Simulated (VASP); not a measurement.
# Cd (Fm-3m) in VASP: further runs

The runs below take Cd through single point, with PBEsol.

Everything below comes from runs of VASP 6.6.1. Logs are shortened: lines on timing, memory, paths and dates and some standing lists are left out, and cuts for length are marked.

## (1) The cell of the first run

The structure is cubic, space group Fm-3m (No. 225). Conventional cell: a = 4.377 Å, b = 4.377 Å, c = 4.377 Å, α = 90.00°, β = 90.00°, γ = 90.00°. Cd (site symmetry m-3m) has 12 Cd at 3.10 Å within 4.1 Å.

This isn't the form of Cd at room conditions, which is hcp.

## (2) Single point, PBEsol (20.97 Å³/atom)

The input, INCAR:

```
SYSTEM = Cd
ALGO = Normal ; EDIFF = 1E-7
ENCUT = 520 ; GGA = PS
ISIF = 2 ; ISMEAR = -1
LASPH = .TRUE. ; LCHARG = .TRUE.
LELF = .TRUE. ; LREAL = .FALSE.
LVHAR = .TRUE. ; LWAVE = .FALSE.
NBANDS = 12 ; NELM = 80
PREC = Accurate ; SIGMA = 0.1
```

The input, KPOINTS:

```
k-points
0
G
  14 14 14
  0 0 0
```

The input, POSCAR:

```
Cd
1.0
    0.0000000000      2.1886254750      2.1886254750
    2.1886254750      0.0000000000      2.1886254750
    2.1886254750      2.1886254750      0.0000000000
Cd
1
Direct
    0.0000000000      0.0000000000      0.0000000000
```

Potentials or basis: VASP PAW PBE potentials, release 64 (Cd).

Command:

```
$ cat potpaw_PBE.64/Cd/POTCAR > POTCAR
$ mpirun -np 1 vasp_std > vasp.out
```

OUTCAR:

```text
SYSTEM = Cd
   EDIFF = 1E-7
   ENCUT = 520
   GGA = PS
   ISIF = 2
   ISMEAR = -1
   LASPH = .TRUE.
   LREAL = .FALSE.
   NELM = 80
   PREC = Accurate

 ion  position               nearest neighbor table
   1  0.000  0.000  0.000-

  LATTYP: Found a face centered cubic cell.
 ALAT       =     4.3772509500

  Lattice vectors:

 A1 = (   0.0000000000,   2.1886254750,   2.1886254750)
 A2 = (   2.1886254750,   0.0000000000,   2.1886254750)
 A3 = (   2.1886254750,   2.1886254750,   0.0000000000)

Analysis of symmetry for initial positions (statically):
=====================================================================
 Subroutine PRICEL returns:
 Original cell was already a primitive cell.

 Routine SETGRP: Setting up the symmetry group for a
 face centered cubic supercell.

 Subroutine GETGRP returns: Found 48 space group operations
 (whereof 48 operations were pure point group operations)
 out of a pool of 48 trial point group operations.

The static configuration has the point symmetry O_h .

Analysis of symmetry for dynamics (positions and initial velocities):
=====================================================================
 Subroutine PRICEL returns:
 Original cell was already a primitive cell.

 Routine SETGRP: Setting up the symmetry group for a
 face centered cubic supercell.

 Subroutine GETGRP returns: Found 48 space group operations
 (whereof 48 operations were pure point group operations)
 out of a pool of 48 trial point group operations.

The dynamic configuration has the point symmetry O_h .

 Subroutine INISYM returns: Found 48 space group operations
 (whereof 48 operations are pure point group operations),
 and found     1 'primitive' translations

----------------------------------------------------------------------------------------

                                     Primitive cell

  volume of cell :      20.9674

  direct lattice vectors                    reciprocal lattice vectors
     0.000000000  2.188625475  2.188625475    -0.228453888  0.228453888  0.228453888
     2.188625475  0.000000000  2.188625475     0.228453888 -0.228453888  0.228453888
     2.188625475  2.188625475  0.000000000     0.228453888  0.228453888 -0.228453888

  length of vectors
     3.095183830  3.095183830  3.095183830     0.395693742  0.395693742  0.395693742

  position of ions in fractional coordinates (direct lattice)
     0.000000000  0.000000000  0.000000000
[... 81 lines left out ...]
   NFREE  =      0    steps in history (QN), initial steepest desc. (CG)
   ISIF   =      2    stress and relaxation
   ISYM   =      2    0-nonsym 1-usesym 2-fastsym
   POTIM  = 0.5000    time-step for ionic-motion
   TEBEG  =    0.0;   TEEND  =   0.0 temperature during run
   PSTRESS=    0.0 pullay stress
   NELECT =      12.0000    total number of electrons
   NUPDOWN=      -1.0000    fix difference up-down
   EMIN   =  10.00;   EMAX   =-10.00  energy-range for DOS
   EFERMI =   0.00;   METHOD = LEGACY
   ISMEAR =    -1;   SIGMA  =   0.10  broadening in eV -4-tet -1-fermi 0-gaus
   EFERMI_NEDOS =   21; number of points for ismear=-14 and -15
   IALGO  =     38    algorithm
   IMIX   =      4    mixing-type and parameters
     AMIX     =   0.40;   BMIX     =  1.00
     AMIX_MAG =   1.60;   BMIX_MAG =  1.00
  volume/ion in A,a.u.               =      20.97       141.49
  Fermi-wavevector in a.u.,A,eV,Ry     =   1.359212  2.568538 25.136174  1.847457
  Thomas-Fermi vector in A             =   2.485979
   LORBIT       =      0    0 simple, 1 ext, 2 COOP (PROOUT), +10 PAW based schemes
   GGA     = PS    functional components
   LHFCALC =     F    Hartree Fock is set to
   AEXX    =    0.0000 exact exchange contribution
   IVDW    =     0    specifies the selected vdW correction
   LEPSILON=     F    determine dielectric tensor
   LRPA    =     F    only Hartree local field effects (RPA)
 non-spin polarized calculation
  energy-cutoff  :      520.00
  volume of cell :       20.97
 maximum number of plane-waves:       588
   NGX = 11   NGY = 11   NGZ = 11

 number of electron      12.0000006 magnetization

 Free energy of the ion-electron system (eV)
  ---------------------------------------------------
  ext. energy  EPLUGINS =         0.00000000
  ---------------------------------------------------
  free energy    TOTEN  =        -1.19767659 eV

  energy without entropy =       -1.18967090  energy(sigma->0) =       -1.19367374

 E-fermi :   2.9086     XC(G=0): -11.3790

 val. band max:        2.7002655282   @ k =  -0.3571   0.3571   0.1429
 cond. band min:       2.9726127569   @ k =   0.5000   0.1429   0.0000
 fundamental gap:      0.2723472287
 Fermi energy:         2.9086421701

 k-point     1 :       0.0000    0.0000    0.0000
  band No.  band energies     occupation
      1      -6.2315      2.00000
      2      -6.2315      2.00000
      3      -6.2315      2.00000
      4      -6.1780      2.00000
      5      -5.7303      2.00000
      6      -5.7303      2.00000
      7      16.9814      0.00000
      8      18.2702      0.00000
      9      18.2702      0.00000
     10      18.2702      0.00000
     11      21.7299      0.00000
     12      21.7299      0.00000
[... 331 lines left out ...]
 k-point    24 :       0.2857    0.1429    0.0000
  band No.  band energies     occupation
      1      -6.4965      2.00000
      2      -6.1070      2.00000
      3      -5.9790      2.00000
      4      -5.9671      2.00000
      5      -5.5269      2.00000
      6      -3.9451      2.00000
      7      10.1955      0.00000
      8      13.9677      0.00000
      9      15.6234      0.00000
     10      15.9919      0.00000
     11      19.1802      0.00000
     12      23.4812      0.00000

 [... further k-points ...]

------------------------ aborting loop because EDIFF is reached ----------------------------------------

  FORCE on cell =-STRESS in cart. coord.  units (eV):
  Direction    XX          YY          ZZ          XY          YZ          ZX
  --------------------------------------------------------------------------------------
  -------------------------------------------------------------------------------------
  Total        0.0403443      0.0403443      0.0403443      0.0000000      0.0000000      0.0000000
  in kB        3.0828211      3.0828211      3.0828211      0.0000000      0.0000000      0.0000000
  external PRESSURE =       3.0828211 kB  Pullay stress =       0.0000000 kB

 VOLUME and BASIS-vectors are now :
 -----------------------------------------------------------------------------
  energy-cutoff  :      520.00
  volume of cell :       20.97
      direct lattice vectors                 reciprocal lattice vectors
     0.000000000  2.188625475  2.188625475    -0.228453888  0.228453888  0.228453888
     2.188625475  0.000000000  2.188625475     0.228453888 -0.228453888  0.228453888
     2.188625475  2.188625475  0.000000000     0.228453888  0.228453888 -0.228453888

 POSITION                                       TOTAL-FORCE (eV/Angst)
 -----------------------------------------------------------------------------------
      0.00000      0.00000      0.00000         0.000000      0.000000     -0.000000
 -----------------------------------------------------------------------------------
    total drift:                               -0.000000      0.000000      0.000000

  FREE ENERGIE OF THE ION-ELECTRON SYSTEM (eV)
  ---------------------------------------------------
  free  energy   TOTEN  =        -1.1976765935 eV

  energy  without entropy=       -1.1896708960  energy(sigma->0) =       -1.19367374
```

OSZICAR:

```text
N       E                     dE             d eps       ncg     rms          rms(c)
DAV:   1     0.710868137223E+02    0.71087E+02   -0.70206E+03  2696   0.100E+03
DAV:   2    -0.256919082835E-01   -0.71113E+02   -0.66726E+02  2712   0.240E+02
DAV:   3    -0.128258336973E+01   -0.12569E+01   -0.12561E+01  2932   0.362E+01
DAV:   4    -0.128407851868E+01   -0.14951E-02   -0.14951E-02  2788   0.121E+00
DAV:   5    -0.128408193071E+01   -0.34120E-05   -0.34119E-05  3000   0.587E-02    0.333E+00
DAV:   6    -0.120425289279E+01    0.79829E-01   -0.20895E-01  2924   0.594E+00    0.265E+00
DAV:   7    -0.119851719306E+01    0.57357E-02   -0.14195E-02  2940   0.126E+00    0.141E+00
DAV:   8    -0.119766065381E+01    0.85654E-03   -0.15089E-03  2680   0.539E-01    0.642E-02
DAV:   9    -0.119767085917E+01   -0.10205E-04   -0.45917E-06  2936   0.163E-02    0.169E-02
DAV:  10    -0.119767661835E+01   -0.57592E-05   -0.36843E-06  2728   0.232E-02    0.220E-03
DAV:  11    -0.119767659346E+01    0.24892E-07   -0.42273E-08  1820   0.249E-03
   1 F= -.11976766E+01 E0= -.11936737E+01  d E =-.800570E-02
```

stdout:

```text
POSCAR found type information on POSCAR Cd
 POSCAR found :  1 types and       1 ions
 scaLAPACK will be used
 -----------------------------------------------------------------------------
|                                                                             |
|                                                                             |
|     You enforced a specific xc type in the INCAR file but a different       |
|     I HOPE YOU KNOW WHAT YOU ARE DOING!                                     |
|                                                                             |
 -----------------------------------------------------------------------------

 LDA part: xc-table for (Slater+PW92), standard interpolation
 POSCAR, INCAR and KPOINTS ok, starting setup
 FFT: planning ... GRIDC
 FFT: planning ... GRID_SOFT
 FFT: planning ... GRID
 WAVECAR not read
 entering main loop
```

It took 39 s on 1 thread of Intel Xeon 8259CL, shared host; peak memory 0.15 GiB.

What came out:

| Property | Result |
| --- | --- |
| Free energy | -1.1977 eV |
| Pressure | 0.3 GPa |
| Band gap on the k mesh | zero (bands 6 and 7 overlap by 2.64 eV) |

Levels at points of the mesh, in eV from the Fermi level:
| k point | band 4 | band 5 | band 6 | band 7 | band 8 | band 9 |
| --- | --- | --- | --- | --- | --- | --- |
| (0.00, 0.00, 0.00) | -9.09 | -8.64 | -8.64 | 14.07 | 15.36 | 15.36 |
| (0.50, 0.00, 0.00) | -8.23 | -8.23 | -2.48 | -1.23 | 12.91 | 12.91 |
| (0.50, 0.50, 0.00) | -8.13 | -8.13 | -0.90 | 1.56 | 6.93 | 6.93 |

Caveat: the PAW data sets were made with another functional, which shifts forces and pressure a little.

## (3) Single point, PBEsol (21.81 Å³/atom)

This run uses another cell than the first one, of 21.81 Å³/atom.

The input, INCAR:

```
SYSTEM = Cd
ALGO = Normal
EDIFF = 1E-7
ENCUT = 520
GGA = PS
ISIF = 2
ISMEAR = -1
LASPH = .True.
LCHARG = .False.
LREAL = .False.
LWAVE = .False.
NBANDS = 12
NELM = 100
PREC = Accurate
SIGMA = 0.1
```

The input, KPOINTS:

```
k-points
0
Gamma
  14 14 14
  0 0 0
```

The input, POSCAR:

```
Cd
1.0
    0.0000000000      2.2174264814      2.2174264814
    2.2174264814      0.0000000000      2.2174264814
    2.2174264814      2.2174264814      0.0000000000
Cd
1
Direct
    0.0000000000      0.0000000000      0.0000000000
```

Potentials or basis: VASP PAW PBE potentials, release 64 (Cd).

Command:

```
$ cat potpaw_PBE.64/Cd/POTCAR > POTCAR
$ mpirun -np 1 vasp_std > vasp.out
```

Run time: 40 s. Hardware: 1 thread of Intel Xeon 8259CL, shared host; peak memory 0.15 GiB.

Results (log left out):

```
Free energy            : -1.1935 eV
Pressure               : -1.8 GPa
Band gap on the k mesh : zero (bands 6 and 7 overlap by 2.71 eV)
```

Levels at points of the mesh, in eV from the Fermi level:
```tsv
k point	band 4	band 5	band 6	band 7	band 8	band 9
(0.00, 0.00, 0.00)	-8.78	-8.56	-8.56	13.94	14.98	14.98
(0.50, 0.00, 0.00)	-8.18	-8.18	-2.30	-1.29	12.56	12.56
(0.50, 0.50, 0.00)	-8.09	-8.09	-0.79	1.42	6.81	6.81
```

Caveat: the PAW data sets were made with another functional, which shifts forces and pressure a little.

## (4) Single point, PBEsol (22.64 Å³/atom)

This run uses another cell than the first one, of 22.64 Å³/atom.

The input, INCAR:

```
SYSTEM = Cd
PREC     = Accurate       ! precision mode
ENCUT    = 520            ! plane-wave cutoff, eV
EDIFF    = 1E-6           ! SCF threshold, eV
ISMEAR   = -1             ! smearing method
SIGMA    = 0.1            ! smearing width, eV
LREAL    = .FALSE.        ! projectors in reciprocal space
LASPH    = .TRUE.         ! aspherical terms in the spheres
NELM     = 60             ! most SCF steps
ALGO     = Normal         ! electronic algorithm
ISIF     = 2              ! what is computed and relaxed
LWAVE    = .FALSE.        ! write WAVECAR
LCHARG   = .FALSE.        ! write CHGCAR
GGA      = PS             ! functional
NBANDS   = 12             ! bands
```

The input, KPOINTS:

```
regular mesh
0
G
  14 14 14
  0 0 0
```

The input, POSCAR:

```
Cd
1.0
    0.0000000000      2.2454981511      2.2454981511
    2.2454981511      0.0000000000      2.2454981511
    2.2454981511      2.2454981511      0.0000000000
Cd
1
Direct
    0.0000000000      0.0000000000      0.0000000000
```

Command:

```
$ cat potpaw_PBE.64/Cd/POTCAR > POTCAR
$ mpirun -np 1 vasp_std > vasp.out
```

It took 40 s on 1 thread of Intel Xeon 8259CL, shared host; peak memory 0.15 GiB.

It converged, with:

- Free energy: -1.1795 eV
- Pressure: -3.5 GPa
- Band gap on the k mesh: zero (bands 6 and 7 overlap by 2.77 eV)

Levels at points of the mesh, in eV from the Fermi level:
```
           k point  band 3  band 4  band 5  band 6  band 7  band 8  band 9  band 10
(0.00, 0.00, 0.00)   -8.92   -8.50   -8.49   -8.49   13.81   14.61   14.61    14.61
(0.50, 0.00, 0.00)   -8.91   -8.15   -8.15   -2.15   -1.34   12.23   12.23    12.92
(0.50, 0.50, 0.00)   -8.17   -8.06   -8.06   -0.68    1.28    6.68    6.68    10.84
```

Caveat: the cell stands under tension; the PAW data sets were made with another functional, which shifts forces and pressure a little.

## (5) Single point, PBEsol (23.48 Å³/atom)

This run uses another cell than the first one, of 23.48 Å³/atom.

The input, INCAR:

```
  ALGO = Normal
  EDIFF = 1E-7
  ENCUT = 520
  GGA = PS
  ISIF = 2
  ISMEAR = -1
  LASPH = T
  LCHARG = T
  LELF = T
  LREAL = F
  LVHAR = T
  LWAVE = F
  NBANDS = 12
  NELM = 100
  PREC = Accurate
  SIGMA = 0.1
```

The input, KPOINTS:

```
k-points
0
Gamma
  14 14 14
```

The input, POSCAR:

```
Cd
1.0
    0.0000000000      2.2728849740      2.2728849740
    2.2728849740      0.0000000000      2.2728849740
    2.2728849740      2.2728849740      0.0000000000
Cd
1
Direct
    0.0000000000      0.0000000000      0.0000000000
```

Command:

```
$ cat potpaw_PBE.64/Cd/POTCAR > POTCAR
$ mpirun -np 1 vasp_std > vasp.out
```

Wall time 42 s (1 thread of Intel Xeon 8259CL, shared host); peak memory 0.16 GiB.

Results (log left out):

* Free energy: -1.1581 eV
* Pressure: -4.7 GPa
* Band gap on the k mesh: zero (bands 6 and 7 overlap by 2.82 eV)

Levels at points of the mesh, in eV from the Fermi level:
```
           k point  band 3  band 4  band 5  band 6  band 7  band 8  band 9  band 10
(0.00, 0.00, 0.00)   -8.83   -8.44   -8.44   -8.24   13.68   14.25   14.25    14.25
(0.50, 0.00, 0.00)   -8.82   -8.11   -8.11   -2.01   -1.39   11.91   11.91    12.80
(0.50, 0.50, 0.00)   -8.13   -8.03   -8.03   -0.59    1.16    6.56    6.56    10.54
```

Caveat: the cell stands under tension; the PAW data sets were made with another functional, which shifts forces and pressure a little.

## (6) Summary

| cell | gap on the mesh (eV) | pressure (GPa) |
| --- | --- | --- |
| a = 3.095 Å, angles 60.0°, 1 atom | none | 0.3 |
| a = 3.136 Å, angles 60.0°, 1 atom | none | -1.8 |
| a = 3.176 Å, angles 60.0°, 1 atom | none | -3.5 |
| a = 3.214 Å, angles 60.0°, 1 atom | none | -4.7 |

Alike in all rows: task single point; level PBEsol; potentials or basis VASP PAW PBE potentials, release 64 (Cd); no spin polarisation; k mesh 14 × 14 × 14; cutoff (eV) 520; smearing fermi-dirac 0.1 eV.

Caveats: the PAW data sets were made with another functional, which shifts forces and pressure a little; the cell stands under tension (at least some runs).

Total energies depend on the potentials used, so only differences within one code and one set of settings carry meaning.
